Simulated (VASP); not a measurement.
Wanted: the native input for a VASP 6.6.1 run.

| Quantity | Value |
| --- | --- |
| Task | relaxation of cell and atoms |
| Functional | PBE |
| Potentials or basis | VASP PAW PBE potentials, release 64 (Cd, Se) |
| Cutoff | 600 eV |
| k mesh | 4 × 4 × 2 |
| Occupations | gaussian, width 0.1 eV |
| Spin | no spin polarisation |
| Dipole correction | no |
| Further INCAR settings | ALGO = Normal; EDIFF = 1e-07; IBRION = 2; EDIFFG = -0.04; NSW = 90; ISIF = 3 |

The structure of CdSe lies in POSCAR:

```
CdSe
1.0
    3.7891502800      0.0000000000      0.0000000000
    0.0000000000      4.2770741000      0.0000000000
    0.0000000000      0.0000000000      9.8822434000
Cd Se
3 3
Direct
    0.5000000000      0.5000000000      0.1780484600
    0.5000000000      0.5000000000      0.8219515400
    0.0000000000      0.0000000000      0.5000000000
    0.5000000000      0.0000000000      0.3219515400
    0.0000000000      0.5000000000      0.0000000000
    0.5000000000      0.0000000000      0.6780484600
```

One way to write it, as run:

INCAR

```
SYSTEM = CdSe
PREC     = Accurate       ! precision mode
ENCUT    = 600            ! plane-wave cutoff, eV
EDIFF    = 1E-7           ! SCF threshold, eV
ISMEAR   = 0              ! smearing method
SIGMA    = 0.1            ! smearing width, eV
LREAL    = .FALSE.        ! projectors in reciprocal space
LASPH    = .TRUE.         ! aspherical terms in the spheres
NELM     = 80             ! most SCF steps
ALGO     = Normal         ! electronic algorithm
ISIF     = 3              ! what is computed and relaxed
LWAVE    = .FALSE.        ! write WAVECAR
LCHARG   = .FALSE.        ! write CHGCAR
GGA      = PE             ! functional
IBRION   = 2              ! ionic algorithm
NSW      = 90             ! ionic steps
EDIFFG   = -0.04          ! ionic threshold
```

KPOINTS

```
Automatic mesh
0
G
  4 4 2
  0 0 0
```

Potentials or basis: VASP PAW PBE potentials, release 64 (Cd, Se).

The run is started by

```sh
$ cat potpaw_PBE.64/Cd/POTCAR potpaw_PBE.64/Se/POTCAR > POTCAR
$ mpirun -np 1 vasp_std > vasp.out
```

It gave:

```yaml
Relaxed_volume: 31.05 Å³/atom
Relaxed_cell: a = 4.115 Å, b = 4.386 Å, c = 10.322 Å, α = 90.00°, β = 90.00°, γ = 90.00°
Space_group_after_relaxing_to_0.05_Å: Pmmm (No. 47)
Energy_gained_by_relaxing: 123.3 meV/atom
Ionic_steps: 9
Pressure_after_relaxing: -0.1 GPa
Largest_force_after_relaxing: 0.038 eV/Å
Band_gap_on_the_k_mesh: zero (band 27 reaches 0.79 eV, above the bottom of band 28 at 0.55 eV)
```

Caveat: the k points lie up to 0.38 Å⁻¹ apart in the final cell; the volume moved by over 15 % at a fixed basis, so the end points are rough.

It took 7.3 min on 1 thread of Intel(R) Xeon(R) 6975P-C (Granite Rapids) (shared host), peak memory 0.34 GiB.
